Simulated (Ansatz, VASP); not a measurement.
# Zr2NbC2 in VASP and in Ansatz

```
Zr Nb C
1.0
     5.12265    0.00000    0.00000
    -2.56133    4.43635    0.00000
     0.00000    0.00000    4.39271
Zr Nb C
2 1 2
Direct
  0.33333 0.66667 0.50000
  0.66667 0.33333 0.50000
  0.00000 0.00000 0.50000
  0.33333 0.66667 0.00000
  0.66667 0.33333 0.00000
```

Alike in both runs: functional PBE; k mesh 12 × 12 × 8; occupations gaussian, width 0.1 eV; no spin polarisation.

Ansatz relaxed the structure, and its values are those at the end. VASP's run is a single point on that final structure, the one shown.

|  | VASP | Ansatz |
| --- | --- | --- |
| version | VASP 6.6.1 | Ansatz 0.2.0 |
| potentials or method | VASP PAW PBE potentials, release 64 (Zr_sv, Nb_sv, C), cutoff 520 eV | scalar-relativistic, plane waves, PAW |
| valence electrons in the cell | 45 | 45 |

```tsv
	VASP	Ansatz	Ansatz less VASP
gap on the k mesh at the Fermi level (eV)	none	none	-
pressure (GPa)	0.0	0.0	-0.01
```

A gap of «none» marks a metal or a gap that the smearing closes.
